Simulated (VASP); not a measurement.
Hf:

```
Hf
1.0
     3.16000    0.00000    0.00000
    -1.58000    2.73664    0.00000
     0.00000    0.00000    5.16028
Hf
2
Direct
  0.33333 0.66667 0.25000
  0.66667 0.33333 0.75000
```

```yaml
Program: VASP 6.6.1
Task: relaxation of cell and atoms
Functional: LDA
Potentials_or_basis: VASP PAW LDA potentials, release 64 (Hf_pv)
Cutoff: 600 eV
k_mesh: 7 × 7 × 4
Occupations: fermi-dirac, width 0.05 eV
Spin: no spin polarisation
```

At the start: pressure -7.1 GPa; volume 22.31 Å³/atom.

Task: Where does the relaxation end?

Result: Over 10 steps the energy falls by 35.6 meV/atom and the volume is 20.89 Å³/atom (-6.4 %); space group P6_3/mmc (No. 194, to 0.1 Å) before and after.

Step by step:
```
step  energy change (eV)  largest force (eV/Å)  pressure (GPa)  volume (Å³)
   1              0.0000                0.0000           -7.11        44.62
   2              0.0364                0.0000           11.11        38.53
   3             -0.0681                0.0000            0.03        41.80
   4             -0.0681                0.0000            0.19        41.75
   5             -0.0705                0.0000            0.05        41.78
   6             -0.0711                0.0000           -0.08        41.81
   7             -0.0711                0.0000           -0.09        41.81
   8             -0.0711                0.0000           -0.09        41.81
   9             -0.0711                0.0000            0.12        41.74
  10             -0.0711                0.0000            0.00        41.78
```

Final structure:
```
Hf
1.0
     3.12062    0.00000    0.00000
    -1.56031    2.70254    0.00000
     0.00000    0.00000    4.95394
Hf
2
Direct
  0.33333 0.66667 0.25000
  0.66667 0.33333 0.75000
```
